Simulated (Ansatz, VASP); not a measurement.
## Os: VASP beside Ansatz

Contents of INCAR:

```
PREC = Accurate
ENCUT = 600
EDIFF = 1E-6
ISMEAR = -1
SIGMA = 0.05
LREAL = F
LASPH = T
NELM = 120
ALGO = Normal
ISIF = 2
LWAVE = F
LCHARG = F
GGA = PE
NBANDS = 15
GGA_COMPAT = F
```

File KPOINTS:

```
Automatic mesh
0
Gamma
  15 15 9
```

The input POSCAR:

```
Os
1.0
    2.7340999755      0.0000000000      0.0000000000
   -1.3670499878      2.3678000353      0.0000000000
    0.0000000000      0.0000000000      4.2333060000
Os
2
Direct
    0.3333333333      0.6666666667      0.2500000000
    0.6666666667      0.3333333333      0.7500000000
```

Input for Ansatz:

```yaml
crystal:
  lattice:
    - [2.7340999755, 0.0, 0.0]
    - [-1.3670499878, 2.3678000353, 0.0]
    - [0.0, 0.0, 4.233306]
  atoms:
    - { symbol: Os, position: [0.3333333333, 0.6666666667, 0.25] }
    - { symbol: Os, position: [0.6666666667, 0.3333333333, 0.75] }
kpoints:
  mp_grid: { grid: [15, 15, 9] }
  band_path:
    path:
      - [0.0, 0.0, 0.0]
      - [0.5, 0.0, 0.0]
      - [0.3333333333, 0.3333333333, 0.0]
      - [0.0, 0.0, 0.0]
      - [0.0, 0.0, 0.5]
      - [0.5, 0.0, 0.5]
      - [0.3333333333, 0.3333333333, 0.5]
      - [0.0, 0.0, 0.5]
      - [0.5, 0.0, 0.5]
    npoints: 5
scf:
  occupations: { method: fermi_dirac, width: 0.05 }
hamiltonian:
  xc: pbe
  pseudopotentials: { kind: all_electron, lapw: { basis_error: 0.0005 } }
output:
  forces: true
  stress: true
  eigenvalues: true
```

Change from the starting cell: zz strain of -2 %.

Alike in both runs: task single point; functional PBE; k mesh 15 × 15 × 9; occupations fermi-dirac, width 0.05 eV; no spin polarisation.

|  | VASP | Ansatz |
| --- | --- | --- |
| version | VASP 6.6.1 | Ansatz 0.2.0 |
| potentials or method | VASP PAW PBE potentials, release 64 (Os), cutoff 600 eV | all-electron LAPW, scalar-relativistic |

VASP gave:

```
pressure (GPa)                                                : 19.0
traceless stress, the component that is largest in VASP (GPa) : 9.81
```

Question: What did Ansatz give for the same quantities?

Answer: Pressure (GPa): 18.6; traceless stress, the component that is largest in VASP (GPa): 9.94.

Ansatz ran all-electron here, and VASP with PAW potentials.

Spin-orbit coupling is off throughout.
